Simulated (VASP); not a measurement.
# AlRu (zincblende type) (F-43m) in VASP: relaxation of cell and atoms with PBE

Aim: the relaxation of cell and atoms of AlRu (zincblende type) with PBE.

Everything below comes from runs of VASP 6.6.1. Logs are shortened: lines on timing, memory, paths and dates and some standing lists are left out, and cuts for length are marked.

**1. The cell of the first run**

It takes space group F-43m (No. 216, cubic). Conventional cell: a = 4.882 Å, b = 4.882 Å, c = 4.882 Å, α = 90.00°, β = 90.00°, γ = 90.00°. Within 2.8 Å of Ru (site symmetry -43m) lie 4 Al at 2.11 Å. Within 2.8 Å of Al (site symmetry -43m) lie 4 Ru at 2.11 Å.

**2. Relaxation of cell and atoms, PBE, target pressure 60 GPa, at which the enthalpy is minimised**

Input file INCAR:

```
  PREC = Accurate
  ENCUT = 600
  EDIFF = 1E-7
  ISMEAR = -1
  SIGMA = 0.05
  LREAL = F
  LASPH = T
  NELM = 60
  ALGO = Normal
  ISIF = 3
  LWAVE = F
  LCHARG = F
  GGA = PE
  IBRION = 2
  NSW = 32
  EDIFFG = -0.005
  PSTRESS = 600.0
```

Input file KPOINTS:

```
Automatic mesh
0
Gamma
  12 12 12
```

Input file POSCAR:

```
AlRu
1.0
    0.0000000000      2.4407738546      2.4407738546
    2.4407738546      0.0000000000      2.4407738546
    2.4407738546      2.4407738546      0.0000000000
Ru Al
1 1
Direct
    0.0000000000      0.0000000000      0.0000000000
    0.2500000000      0.2500000000      0.2500000000
```

Potentials or basis: VASP PAW PBE potentials, release 64 (Ru_pv, Al).

The run is started by

```bash
> cat potpaw_PBE.64/Ru_pv/POTCAR potpaw_PBE.64/Al/POTCAR > POTCAR
> mpirun -np 1 vasp_std > vasp.out
```

OUTCAR:

```text
PREC = Accurate
   ENCUT = 600
   EDIFF = 1E-7
   ISMEAR = -1
   LREAL = F
   LASPH = T
   NELM = 60
   ISIF = 3
   GGA = PE
   IBRION = 2
   NSW = 32
   EDIFFG = -0.005
   PSTRESS = 600.0

 ion  position               nearest neighbor table
   1  0.000  0.000  0.000-   2 2.11   2 2.11   2 2.11   2 2.11
   2  0.250  0.250  0.250-   1 2.11   1 2.11   1 2.11   1 2.11

  LATTYP: Found a face centered cubic cell.
 ALAT       =     4.8815477092

  Lattice vectors:

 A1 = (   0.0000000000,   2.4407738546,   2.4407738546)
 A2 = (   2.4407738546,   0.0000000000,   2.4407738546)
 A3 = (   2.4407738546,   2.4407738546,   0.0000000000)

Analysis of symmetry for initial positions (statically):
=====================================================================
 Subroutine PRICEL returns:
 Original cell was already a primitive cell.

 Routine SETGRP: Setting up the symmetry group for a
 face centered cubic supercell.

 Subroutine GETGRP returns: Found 24 space group operations
 (whereof 24 operations were pure point group operations)
 out of a pool of 48 trial point group operations.

The static configuration has the point symmetry T_d .

Analysis of symmetry for dynamics (positions and initial velocities):
=====================================================================
 Subroutine PRICEL returns:
 Original cell was already a primitive cell.

 Routine SETGRP: Setting up the symmetry group for a
 face centered cubic supercell.

 Subroutine GETGRP returns: Found 24 space group operations
 (whereof 24 operations were pure point group operations)
 out of a pool of 48 trial point group operations.

The dynamic configuration has the point symmetry T_d .

 Subroutine INISYM returns: Found 24 space group operations
 (whereof 24 operations are pure point group operations),
 and found     1 'primitive' translations

----------------------------------------------------------------------------------------

                                     Primitive cell

  volume of cell :      29.0812

  direct lattice vectors                    reciprocal lattice vectors
     0.000000000  2.440773855  2.440773855    -0.204853063  0.204853063  0.204853063
     2.440773855  0.000000000  2.440773855     0.204853063 -0.204853063  0.204853063
     2.440773855  2.440773855  0.000000000     0.204853063  0.204853063 -0.204853063

  length of vectors
[... 93 lines left out ...]
   NELECT =      17.0000    total number of electrons
   NUPDOWN=      -1.0000    fix difference up-down
   EMIN   =  10.00;   EMAX   =-10.00  energy-range for DOS
   EFERMI =   0.00;   METHOD = LEGACY
   ISMEAR =    -1;   SIGMA  =   0.05  broadening in eV -4-tet -1-fermi 0-gaus
   EFERMI_NEDOS =   21; number of points for ismear=-14 and -15
   IALGO  =     38    algorithm
   IMIX   =      4    mixing-type and parameters
     AMIX     =   0.40;   BMIX     =  1.00
     AMIX_MAG =   1.60;   BMIX_MAG =  1.00
  volume/ion in A,a.u.               =      14.54        98.12
  Fermi-wavevector in a.u.,A,eV,Ry     =   1.368843  2.586738 25.493655  1.873731
  Thomas-Fermi vector in A             =   2.494771
   LORBIT       =      0    0 simple, 1 ext, 2 COOP (PROOUT), +10 PAW based schemes
   GGA     = PE    functional components
   LHFCALC =     F    Hartree Fock is set to
   AEXX    =    0.0000 exact exchange contribution
   IVDW    =     0    specifies the selected vdW correction
   LEPSILON=     F    determine dielectric tensor
   LRPA    =     F    only Hartree local field effects (RPA)
 conjugate gradient relaxation of ions
 non-spin polarized calculation
  energy-cutoff  :      600.00
  volume of cell :       29.08
 maximum number of plane-waves:       982
   NGX = 13   NGY = 13   NGZ = 13

--------------------------------------- Ionic step        1  -------------------------------------------

 number of electron      16.9999998 magnetization

 Free energy of the ion-electron system (eV)
  ---------------------------------------------------
  ext. energy  EPLUGINS =         0.00000000
  ---------------------------------------------------
  free energy    TOTEN  =        -9.02759997 eV

  energy without entropy =       -9.01277356  energy(sigma->0) =       -9.02018676

------------------------ aborting loop because EDIFF is reached ----------------------------------------

  FORCE on cell =-STRESS in cart. coord.  units (eV):
  Direction    XX          YY          ZZ          XY          YZ          ZX
  --------------------------------------------------------------------------------------
  -------------------------------------------------------------------------------------
  Total       10.9453206     10.9453206     10.9453206     -0.0000000      0.0000000      0.0000000
  in kB      603.0126802    603.0126802    603.0126802     -0.0000000      0.0000000      0.0000000
  external PRESSURE =       3.0126802 kB  Pullay stress =     600.0000000 kB
[... 63 lines left out ...]
--------------------------------------- Ionic step        3  -------------------------------------------

 number of electron      16.9999998 magnetization

 Free energy of the ion-electron system (eV)
  ---------------------------------------------------
  ext. energy  EPLUGINS =         0.00000000
  ---------------------------------------------------
  free energy    TOTEN  =        -9.03880331 eV

  energy without entropy =       -9.02393768  energy(sigma->0) =       -9.03137049

 E-fermi :   8.9774     XC(G=0): -11.8029

 val. band max:        8.9646069176   @ k =   0.5000   0.4167   0.0833
 cond. band min:       8.9931418364   @ k =   0.5000   0.1667   0.0000
 fundamental gap:      0.0285349187
 Fermi energy:         8.9773645556

 k-point     1 :       0.0000    0.0000    0.0000
  band No.  band energies     occupation
      1     -32.3178      2.00000
      2     -32.3178      2.00000
      3     -32.3178      2.00000
      4       0.7114      2.00000
      5       6.2868      2.00000
      6       6.2868      2.00000
      7       6.2868      2.00000
      8       7.9526      2.00000
      9       7.9526      2.00000
     10      18.9442      0.00000
     11      18.9442      0.00000
     12      18.9442      0.00000
[... 331 lines left out ...]
 k-point    24 :      -0.4167    0.1667    0.0000
  band No.  band energies     occupation
      1     -32.3966      2.00000
      2     -32.3452      2.00000
      3     -32.3325      2.00000
      4       3.9724      2.00000
      5       5.8323      2.00000
      6       6.3489      2.00000
      7       6.8629      2.00000
      8       8.3985      1.99998
      9       9.2004      0.02284
     10      10.4202      0.00000
     11      15.3646      0.00000
     12      16.7908      0.00000

 [... further k-points ...]
[... 5 lines left out ...]
  --------------------------------------------------------------------------------------
  -------------------------------------------------------------------------------------
  Total       10.9029359     10.9029359     10.9029359      0.0000000      0.0000000      0.0000000
  in kB      600.0618027    600.0618027    600.0618027      0.0000000      0.0000000      0.0000000
  external PRESSURE =       0.0618027 kB  Pullay stress =     600.0000000 kB
[... 21 lines left out ...]
  energy  without entropy=       -9.0239376821  energy(sigma->0) =       -9.03137049

  enthalpy is  TOTEN    =         1.8630097056 eV   P V=       10.9018130119

 reached required accuracy - stopping structural energy minimisation
```

Run time: 33 s. Hardware: 1 thread of AMD EPYC 9R45 (Zen 5), shared host; peak memory 0.15 GiB.

Results:

| Quantity | Value |
| --- | --- |
| Free energy | -9.0388 eV |
| Relaxed volume | 14.56 Å³/atom |
| Relaxed cell | a = 3.453 Å, b = 3.453 Å, c = 3.453 Å, α = 60.00°, β = 60.00°, γ = 60.00° |
| Space group after relaxing (to 0.05 Å) | F-43m (No. 216) |
| Energy change on relaxing (the enthalpy is what falls) | -5.6 meV/atom |
| Ionic steps | 3 |
| Pressure after relaxing | 60.0 GPa |

The path:
| step | energy change (eV) | largest force (eV/Å) | pressure (GPa) | volume (Å³) |
| --- | --- | --- | --- | --- |
| 1 | 0.0000 | 0.0000 | 60.30 | 29.08 |
| 2 | -0.0430 | 0.0000 | 59.16 | 29.20 |
| 3 | -0.0112 | 0.0000 | 60.01 | 29.11 |

Final structure:
```
CELL_PARAMETERS angstrom
0.00000 2.44161 2.44161
2.44161 0.00000 2.44161
2.44161 2.44161 0.00000
ATOMIC_POSITIONS crystal
Ru 0.00000 0.00000 0.00000
Al 0.25000 0.25000 0.25000
```

Caveat: the cell is relaxed towards a set pressure, so the enthalpy falls and the energy may rise.
